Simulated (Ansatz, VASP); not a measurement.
Two plane-wave programs on Re

```
CELL_PARAMETERS angstrom
2.76415 0.00000 0.00000
-1.38208 2.39383 0.00000
0.00000 0.00000 2.46937
ATOMIC_POSITIONS crystal
Re 0.00000 0.00000 0.00000
```

Alike in both runs: functional PBE; k mesh 16 × 16 × 15; occupations fermi-dirac, width 0.08 eV; no spin polarisation.

Ansatz relaxed the structure, and its values are those at the end. VASP's run is a single point on that final structure, the one shown.

|  | VASP | Ansatz |
| --- | --- | --- |
| version | VASP 6.6.1 | Ansatz 0.2.0 |
| potentials or method | VASP PAW PBE potentials, release 64 (Re_sv_GW) | PAW with Ansatz's default frozen-core files, scalar-relativistic |
| plane-wave cutoff (eV) | 560 | 420 |
| valence electrons in the cell | 15 | 15 |

```csv
,VASP,Ansatz,Ansatz less VASP
pressure (GPa),-1.3,0.0,+1.31
```

Neither program's run includes spin-orbit coupling.
